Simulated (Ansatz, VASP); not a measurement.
**One calculation of BeTe, two programs**

```
CELL_PARAMETERS angstrom
0.00000 2.81839 2.81839
2.81839 0.00000 2.81839
2.81839 2.81839 0.00000
ATOMIC_POSITIONS crystal
Be 0.00000 0.00000 0.00000
Te 0.25000 0.25000 0.25000
```

Alike in both runs: task single point; functional PBE; k mesh 6 × 6 × 6; no spin polarisation.

```csv
,VASP,Ansatz
version,VASP 6.6.1,Ansatz 0.2.0
potentials or method,"VASP PAW PBE potentials, release 64 (Be, Te), cutoff 600 eV","plane waves, PAW"
occupations,"gaussian, width 0.01 eV",fixed
valence electrons in the cell,8,18
```

Ansatz gave:

- pressure (GPa): 0.9

Task: What did VASP give for the same quantities?

Result: Pressure (GPa): 1.0.

VASP's potentials hold 8 valence electrons a cell and Ansatz's 18, so a difference there can come from the potentials and not from the codes.

Spin-orbit coupling is off throughout.
